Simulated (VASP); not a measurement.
# TiO2 (I4_1/amd) in VASP: single point with r2SCAN

Aim: the single point of TiO2 with r2SCAN.

Program: VASP 6.6.1. These are calculated values, not measurements. Logs are shortened: lines on timing, memory, paths and dates and some standing lists are left out, and cuts for length are marked.

**1. The cell of the first run**

It takes space group I4_1/amd (No. 141, tetragonal). The conventional cell has a = 3.797 Å, b = 3.797 Å, c = 9.579 Å, α = 90.00°, β = 90.00°, γ = 90.00°. Within 2.6 Å of Ti (site symmetry -4m2) lie 6 O at 1.94 to 1.99 Å. O (site symmetry 2mm) has 3 Ti at 1.94 to 1.99 Å and 2 O at 2.47 Å within 2.6 Å.

**2. Single point, r2SCAN, collinear spin**

The input, POSCAR:

```
TiO2
1.0
   -1.8985500000      1.8985500000      4.7895000000
    1.8985500000     -1.8985500000      4.7895000000
    1.8985500000      1.8985500000     -4.7895000000
Ti O
2 4
Direct
    0.0000000000      0.0000000000      0.0000000000
    0.7500000000      0.2500000000      0.5000000000
    0.2078000000      0.2078000000      0.0000000000
    0.9578000000      0.4578000000      0.5000000000
    0.5422000000      0.0422000000      0.5000000000
    0.7922000000      0.7922000000      0.0000000000
```

The input, INCAR.step1:

```
SYSTEM = TiO2
PREC = Accurate
ENCUT = 520
ISMEAR = -1
SIGMA = 0.03
LREAL = .FALSE.
LASPH = .TRUE.
NELM = 150
ISPIN = 2
MAGMOM = 1 1 0 0 0 0
LMAXMIX = 4
ISYM = 0
NBANDS = 37
GGA = PE
ALGO = Normal
EDIFF = 1E-4
LWAVE = .TRUE.
LCHARG = .FALSE.
```

The input, INCAR.step2:

```
SYSTEM = TiO2
PREC = Accurate
ENCUT = 520
EDIFF = 1E-6
ISMEAR = -1
SIGMA = 0.03
LREAL = .FALSE.
LASPH = .TRUE.
NELM = 150
ALGO = Normal
ISIF = 2
LWAVE = .FALSE.
LCHARG = .FALSE.
ISPIN = 2
MAGMOM = 1 1 0 0 0 0
LORBIT = 11
LMAXMIX = 4
METAGGA = R2SCAN
LMIXTAU = .TRUE.
ISYM = 0
NBANDS = 37
ISTART = 1
```

The input, KPOINTS:

```
regular mesh
0
G
  5 5 6
  0 0 0
```

Potentials or basis: VASP PAW PBE potentials, release 64 (Ti_sv, O).

Started as:

```sh
$ cat potpaw_PBE.64/Ti_sv/POTCAR potpaw_PBE.64/O/POTCAR > POTCAR
$ cp INCAR.step1 INCAR
$ mpirun -np 1 vasp_std > vasp.out
$ cp INCAR.step2 INCAR
$ mpirun -np 1 vasp_std > vasp.out
```

OUTCAR:

```text
SYSTEM = TiO2
   PREC = Accurate
   ENCUT = 520
   EDIFF = 1E-6
   ISMEAR = -1
   LREAL = .FALSE.
   LASPH = .TRUE.
   NELM = 150
   ISIF = 2
   ISPIN = 2
   LORBIT = 11
   METAGGA = R2SCAN
   ISYM = 0
   ISTART = 1

 ion  position               nearest neighbor table
   1  0.000  0.000  0.000-   4 1.94   5 1.94   5 1.94   4 1.94   3 1.99   6 1.99
   2  0.750  0.250  0.500-   3 1.94   6 1.94   6 1.94   3 1.94   4 1.99   5 1.99
   3  0.208  0.208  0.000-   2 1.94   2 1.94   1 1.99
   4  0.958  0.458  0.500-   1 1.94   1 1.94   2 1.99
   5  0.542  0.042  0.500-   1 1.94   1 1.94   2 1.99
   6  0.792  0.792  0.000-   2 1.94   2 1.94   1 1.99

IMPORTANT INFORMATION: All symmetrisations will be switched off!
NOSYMM: (Re-)initialisation of all symmetry stuff for point group C_1.

----------------------------------------------------------------------------------------

                                     Primitive cell

  volume of cell :      69.0549

  direct lattice vectors                    reciprocal lattice vectors
    -1.898550000  1.898550000  4.789500000     0.000000000  0.263358879  0.104395031
     1.898550000 -1.898550000  4.789500000     0.263358879  0.000000000  0.104395031
     1.898550000  1.898550000 -4.789500000     0.263358879  0.263358879  0.000000000

  length of vectors
     5.490746257  5.490746257  5.490746257     0.283295291  0.283295291  0.372445699

  position of ions in fractional coordinates (direct lattice)
     0.000000000  0.000000000  0.000000000
     0.750000000  0.250000000  0.500000000
     0.207800000  0.207800000  0.000000000
     0.957800000  0.457800000  0.500000000
     0.542200000  0.042200000  0.500000000
     0.792200000  0.792200000  0.000000000

  ion indices of the primitive-cell ions
   primitive index   ion index
                 1           1
                 2           2
                 3           3
                 4           4
                 5           5
                 6           6

----------------------------------------------------------------------------------------

 KPOINTS: regular mesh

Automatic generation of k-mesh.
 Grid dimensions read from file:
 generate k-points for:    5    5    6

 Generating k-lattice:

  Cartesian coordinates                     Fractional coordinates (reciprocal lattice)
     0.000000000  0.052671776  0.020879006     0.200000000  0.000000000  0.000000000
     0.052671776  0.000000000  0.020879006     0.000000000  0.200000000  0.000000000
     0.043893147  0.043893147  0.000000000     0.000000000  0.000000000  0.166666667

  Length of vectors
     0.056659058  0.056659058  0.062074283

  Shift w.r.t. Gamma in fractional coordinates (k-lattice)
     0.000000000  0.000000000  0.000000000

 -----------------------------------------------------------------------------
|                                                                             |
|           W    W    AA    RRRRR   N    N  II  N    N   GGGG   !!!           |
|           W    W   A  A   R    R  NN   N  II  NN   N  G    G  !!!           |
|           W    W  A    A  R    R  N N  N  II  N N  N  G       !!!           |
|           W WW W  AAAAAA  RRRRR   N  N N  II  N  N N  G  GGG   !            |
|           WW  WW  A    A  R   R   N   NN  II  N   NN  G    G                |
|           W    W  A    A  R    R  N    N  II  N    N   GGGG   !!!           |
|                                                                             |
|     Your reciprocal lattice and k-lattice belong to different lattice       |
|     classes:                                                                |
|                                                                             |
|        The reciprocal lattice is body-centered tetragonal,                  |
|        whereas your k-lattice is base-centered monoclinic.                  |
|                                                                             |
|     Results are often still useful ...                                      |
|                                                                             |
 -----------------------------------------------------------------------------

 WARNING: IBZKPT: internal override: KBLOWUP is changed to .FALSE.
      ... skipping the blow-up phase ...

 Subroutine IBZKPT returns following result:
 ===========================================

 Found     76 irreducible k-points:

 Following reciprocal coordinates:
            Coordinates               Weight
  0.000000  0.000000  0.000000      1.000000
  0.200000  0.000000  0.000000      2.000000
  0.400000  0.000000  0.000000      2.000000
  0.000000  0.200000  0.000000      2.000000
  0.200000  0.200000  0.000000      2.000000
  0.400000  0.200000  0.000000      2.000000
[... 16 lines left out ...]
 -0.200000  0.200000  0.166667      2.000000
  0.000000  0.400000  0.166667      2.000000
 [... further k-points ...]
   k-points           NKPTS =     76   k-points in BZ     NKDIM =     76   number of bands    NBANDS=     37
   number of dos      NEDOS =    301   number of ions     NIONS =      6
   total plane-waves  NPLWV =  74088
   dimension x,y,z NGX =    42 NGY =   42 NGZ =   42
   dimension x,y,z NGXF=    84 NGYF=   84 NGZF=   84
   ions per type =               2   4
   NGX,Y,Z   is equivalent  to a cutoff of  12.72, 12.72, 12.72 a.u.
   NGXF,Y,Z  is equivalent  to a cutoff of  25.43, 25.43, 25.43 a.u.
 SYSTEM =  TiO2
   PREC   = accura    normal or accurate (medium, high low for compatibility)
   ISTART =      1    job   : 0-new  1-cont  2-samecut
   ICHARG =      0    charge: 1-file 2-atom 10-const
   ISPIN  =      2    spin polarized calculation?
   LNONCOLLINEAR =      F non collinear calculations
   LSORBIT =      F    spin-orbit coupling
   LASPH  =      T    aspherical Exc in radial PAW
   ENCUT  =  520.0 eV  38.22 Ry    6.18 a.u.  10.21 10.21 10.21*2*pi/ulx,y,z
   NELM   =    150;   NELMIN=  2; NELMDL=  0     # of ELM steps
   EDIFF  = 0.1E-05   stopping-criterion for ELM
   LREAL  =      F    real-space projection
   EDIFFG = 0.1E-04   stopping-criterion for IOM
   NSW    =      0    number of steps for IOM
   IBRION =     -1    ionic relax: 0-MD 1-quasi-New 2-CG
   NFREE  =      0    steps in history (QN), initial steepest desc. (CG)
   ISIF   =      2    stress and relaxation
   ISYM   =      0    0-nonsym 1-usesym 2-fastsym
   POTIM  = 0.5000    time-step for ionic-motion
   TEBEG  =    0.0;   TEEND  =   0.0 temperature during run
   PSTRESS=    0.0 pullay stress
   NELECT =      48.0000    total number of electrons
   NUPDOWN=      -1.0000    fix difference up-down
   EMIN   =  10.00;   EMAX   =-10.00  energy-range for DOS
   EFERMI =   0.00;   METHOD = LEGACY
   ISMEAR =    -1;   SIGMA  =   0.03  broadening in eV -4-tet -1-fermi 0-gaus
   EFERMI_NEDOS =   21; number of points for ismear=-14 and -15
   IALGO  =     38    algorithm
   IMIX   =      4    mixing-type and parameters
     AMIX     =   0.40;   BMIX     =  1.00
     AMIX_MAG =   1.60;   BMIX_MAG =  1.00
  volume/ion in A,a.u.               =      11.51        77.67
  Fermi-wavevector in a.u.,A,eV,Ry     =   1.450186  2.740455 28.613604  2.103041
  Thomas-Fermi vector in A             =   2.567827
   LORBIT       =     11    0 simple, 1 ext, 2 COOP (PROOUT), +10 PAW based schemes
   METAGGA = R2SCAN    functional components
   LHFCALC =     F    Hartree Fock is set to
   AEXX    =    0.0000 exact exchange contribution
   IVDW    =     0    specifies the selected vdW correction
   LEPSILON=     F    determine dielectric tensor
   LRPA    =     F    only Hartree local field effects (RPA)
 spin polarized calculation
  energy-cutoff  :      520.00
  volume of cell :       69.05
 maximum number of plane-waves:      1868
 NGX is ok and might be reduce to    42
   NGX = 21   NGY = 21   NGZ = 21

 number of electron      47.9999992 magnetization       0.0000000

 number of electron      47.9999992 magnetization      -0.0000000

 Free energy of the ion-electron system (eV)
  ---------------------------------------------------
  ext. energy  EPLUGINS =         0.00000000
  ---------------------------------------------------
  free energy    TOTEN  =       -69.85892640 eV

  energy without entropy =      -69.85892640  energy(sigma->0) =      -69.85892640

 E-fermi :   3.6946     XC(G=0): -11.3940

 val. band max:        2.9215712178   @ k =  -0.4000   0.4000   0.0000
 cond. band min:       5.4377989609   @ k =   0.0000   0.0000   0.0000
 fundamental gap:      2.5162277431
 Fermi energy:         3.6946145872

 spin component 1

 k-point     1 :       0.0000    0.0000    0.0000
  band No.  band energies     occupation
      1     -55.7099      1.00000
      2     -55.6527      1.00000
      3     -31.1121      1.00000
      4     -30.8725      1.00000
      5     -30.8725      1.00000
      6     -30.8048      1.00000
[... 925 lines left out ...]
     35      14.1802      0.00000
     36      15.1394      0.00000

 [... further k-points ...]

 spin component 2

 k-point     1 :       0.0000    0.0000    0.0000
  band No.  band energies     occupation
      1     -55.7099      1.00000
      2     -55.6527      1.00000
      3     -31.1121      1.00000
      4     -30.8725      1.00000
      5     -30.8725      1.00000
      6     -30.8048      1.00000
[... 925 lines left out ...]
     35      14.1802      0.00000
     36      15.1394      0.00000

 [... further k-points ...]

 [bands above 36 left out]

------------------------ aborting loop because EDIFF is reached ----------------------------------------

  FORCE on cell =-STRESS in cart. coord.  units (eV):
  Direction    XX          YY          ZZ          XY          YZ          ZX
  --------------------------------------------------------------------------------------
  -------------------------------------------------------------------------------------
  Total       -0.5443194     -0.5443069     -0.4525675      0.0000907     -0.0000736     -0.0000736
  in kB      -12.6290339    -12.6287437    -10.5002521      0.0021038     -0.0017074     -0.0017072
  external PRESSURE =     -11.9193432 kB  Pullay stress =       0.0000000 kB

 VOLUME and BASIS-vectors are now :
 -----------------------------------------------------------------------------
  energy-cutoff  :      520.00
  volume of cell :       69.05
      direct lattice vectors                 reciprocal lattice vectors
    -1.898550000  1.898550000  4.789500000     0.000000000  0.263358879  0.104395031
     1.898550000 -1.898550000  4.789500000     0.263358879  0.000000000  0.104395031
     1.898550000  1.898550000 -4.789500000     0.263358879  0.263358879  0.000000000

 POSITION                                       TOTAL-FORCE (eV/Angst)
 -----------------------------------------------------------------------------------
      0.00000      0.00000      0.00000        -0.000118      0.000065      0.000000
      0.00000      1.89855      2.39475         0.000017     -0.000066     -0.000000
      0.00000      0.00000      1.99052         0.000007     -0.000030     -0.040933
      0.00000      1.89855      4.38527         0.000027      0.000013     -0.040932
     -0.00000      1.89855      0.40423        -0.000018      0.000030      0.040932
      0.00000      0.00000      7.58848         0.000085     -0.000012      0.040932
 -----------------------------------------------------------------------------------
    total drift:                                0.000001     -0.000001     -0.000000

  FREE ENERGIE OF THE ION-ELECTRON SYSTEM (eV)
  ---------------------------------------------------
  free  energy   TOTEN  =       -69.8589264006 eV

  energy  without entropy=      -69.8589264006  energy(sigma->0) =      -69.85892640

 total charge

# of ion       s       p       d       tot
------------------------------------------
    1        2.218   6.292   1.666  10.176
    2        2.218   6.292   1.666  10.176
    3        1.576   3.528   0.000   5.104
    4        1.576   3.528   0.000   5.104
    5        1.576   3.528   0.000   5.104
    6        1.576   3.528   0.000   5.104
--------------------------------------------------
tot         10.739  26.698   3.331  40.769

 magnetization (x)

# of ion       s       p       d       tot
------------------------------------------
    1        0.000   0.000  -0.000   0.000
    2       -0.000  -0.000  -0.000  -0.000
    3        0.000   0.000   0.000   0.000
    4        0.000   0.000   0.000   0.000
    5       -0.000   0.000   0.000   0.000
    6        0.000   0.000   0.000   0.000
--------------------------------------------------
tot         -0.000   0.000  -0.000   0.000
```

Wall time 60 min (1 thread of Oxide Virtual Turin-like, shared host); peak memory 0.49 GiB.

What came out:

```yaml
Free_energy: -69.8589 eV
Pressure: -1.2 GPa
Largest_force: 0.041 eV/Å
Band_gap_on_the_k_mesh: 2.52 eV (least direct gap 2.93 eV)
Net_moment: 0.00 μB per cell
Valence_electrons_inside_the_program's_atomic_spheres: Ti 10.18; O 5.10
```

Forces on the atoms (eV/Å):
```
Ti   0.000  0.000  0.000
Ti   0.000  0.000  0.000
O    0.000  0.000 -0.041
O    0.000  0.000 -0.041
O    0.000  0.000  0.041
O    0.000  0.000  0.041
```

Caveat: the PAW data sets were made with another functional, which shifts forces and pressure a little. r2SCAN opens gaps a little over a GGA but as a rule still falls short of measured ones.
